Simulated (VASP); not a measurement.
## Na2Cl: single point with PBEsol

The system is Na2Cl.

```xyz
3
Lattice="1.9674 1.1359 6.7291 -1.9674 1.1359 6.7291 0.0000 -2.2717 6.7291" Properties=species:S:1:pos:R:3 pbc="T T T"
Na    0.0000    0.0000   15.1621
Na    0.0000    0.0000    5.0251
Cl    0.0000    0.0000    0.0000
```

```
Program             : VASP 6.6.1
Task                : single point
Functional          : PBEsol
Potentials or basis : VASP PAW PBE potentials, release 64 (Na_pv, Cl)
Cutoff              : 520 eV
k mesh              : 10 × 10 × 10
Occupations         : gaussian, width 0.15 eV
Spin                : no spin polarisation
```

* Pressure: -0.6 GPa
* Largest force: 0.008 eV/Å
* Band gap on the k mesh: zero (an odd number of electrons rules out a gap without spin polarisation)

Forces on the atoms (eV/Å):
```
Na   0.000  0.000 -0.008
Na   0.000  0.000  0.008
Cl   0.000  0.000  0.000
```

Levels at points of the mesh, in eV from the Fermi level:
```csv
k point,band 7,band 8,band 9,band 10,band 11,band 12,band 13,band 14,band 15,band 16
"(0.00, 0.00, 0.00)",-16.74,-5.52,-4.31,-4.31,-2.01,2.52,2.87,7.15,7.15,7.27
"(0.50, 0.00, 0.00)",-16.52,-5.91,-5.07,-4.64,1.15,1.47,2.70,4.50,5.90,6.49
"(0.50, 0.50, 0.00)",-16.52,-5.90,-5.09,-4.64,0.87,1.80,3.53,4.37,4.47,6.86
"(0.50, 0.50, 0.50)",-16.74,-5.64,-4.31,-4.31,-1.13,0.52,4.12,6.82,7.09,7.09
```

Run time: 5.8 min on 1 thread of AMD EPYC 7R13 Processor (Zen 3) (shared host), peak memory 0.43 GiB.

Caveat: the PAW data sets were made with another functional, which shifts forces and pressure a little; an odd number of electrons without spin polarisation forces a metal; a magnetic or distorted state may lie lower.
